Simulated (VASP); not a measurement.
Write the native input for VASP 6.6.1 that does the following.

| Quantity | Value |
| --- | --- |
| Task | single point |
| Functional | PBE |
| Potentials or basis | VASP PAW PBE potentials, release 64 (Al, N, Ta_pv) |
| Cutoff | 520 eV |
| k mesh | 1 × 1 × 1, shifted |
| Occupations | fermi-dirac, width 0.3447 eV |
| Spin | no spin polarisation |
| Dipole correction | no |
| Further INCAR settings | LREAL = Auto; ALGO = Normal; EDIFF = 1e-06; NBANDS = 67; ISYM = 0 |

The structure of Ta4Al5N9 lies in POSCAR:

```
Ta4Al5N9
1.0
    5.7043550000     -0.0555350000     -0.0206970000
   -0.0555350000      6.2992770000      0.1411560000
   -0.0206970000      0.1411560000      5.7643950000
Al N Ta
5 9 4
Direct
    0.2625708992      0.7737679445      0.6518055133
    0.4749315527      0.1672207557      0.6987762715
    0.6646916990      0.5075271076      0.4661496354
    1.0766494291      0.8550789755      0.1852801353
    0.5501408693      0.0233077824      0.1571445455
    0.8245246737      0.1890819402      0.5863545328
    0.8515326116      0.0811548337      0.0219054521
    0.3452432569      0.4487843455      0.8014620609
    0.5537825687      0.7750468239      0.3471101700
    0.3145220203      0.0403898559      0.3772145024
    0.9802886043      0.6646305720      0.4491927497
    0.4907424452      0.8955505561      0.8478871698
    1.0457891946      0.7345091118      0.9176623619
    0.4179254608      0.3892322808      0.3370139158
    0.5708537626      0.5925010235      1.0213543461
    0.0996754651      0.2991833179      0.3305837755
    0.8356227139      0.8790481948      0.6501263283
    0.9287194868      0.4081195264      0.8494820683
```

The input as run:

INCAR

```
ALGO = Normal ; EDIFF = 1E-6
ENCUT = 520 ; GGA = PE
ISIF = 2 ; ISMEAR = -1
ISYM = 0 ; LASPH = True
LCHARG = False ; LREAL = Auto
LWAVE = False ; NBANDS = 67
NELM = 60 ; PREC = Accurate
SIGMA = 0.3447
```

KPOINTS

```
Automatic mesh
0
Gamma
  1 1 1
  0.25 0.25 0.25
```

Potentials or basis: VASP PAW PBE potentials, release 64 (Al, N, Ta_pv).

Command:

```bash
$ cat potpaw_PBE.64/Al/POTCAR potpaw_PBE.64/N/POTCAR potpaw_PBE.64/Ta_pv/POTCAR > POTCAR
$ mpirun -np 1 vasp_std > vasp.out
```

Results of the run:

| Property | Result |
| --- | --- |
| Pressure | 3.7 GPa |
| Largest force | 4.386 eV/Å |

Caveat: the k points lie up to 1.10 Å⁻¹ apart, too coarse for converged energies, forces and pressures; the atoms stand as in a frame of molecular dynamics; so wide a smearing shifts energies and pressures.

Run time: 53 s on 1 thread of Intel(R) Xeon(R) Platinum 8488C (Sapphire Rapids), on a shared host, peak memory 0.29 GiB.
